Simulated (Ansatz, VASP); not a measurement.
One calculation of Cd, two programs

```
CELL_PARAMETERS angstrom
3.20377 0.00000 0.00000
-1.60188 2.77454 0.00000
0.00000 0.00000 5.09468
ATOMIC_POSITIONS crystal
Cd 0.33333 0.66667 0.25000
Cd 0.66667 0.33333 0.75000
```

Alike in both runs: task relaxation of cell and atoms; functional PBE; k mesh 15 × 15 × 8; occupations fermi-dirac, width 0.05 eV; no spin polarisation.

|  | VASP | Ansatz |
| --- | --- | --- |
| version | VASP 6.6.1 | Ansatz 0.2.0 |
| potentials or method | VASP PAW PBE potentials, release 64 (Cd), cutoff 600 eV | all-electron LAPW, non-relativistic |

Ansatz gave:

| Property | Result |
| --- | --- |
| relaxed volume (Å³/atom) | 23.51 |
| relaxed length of the cell vector where the two differ most in proportion (Å) | 5.173 |

What did VASP give for the same quantities?

Relaxed volume (Å³/atom): 22.72; relaxed length of the cell vector where the two differ most in proportion (Å): 5.101.

Ansatz ran all-electron here, and VASP with PAW potentials.
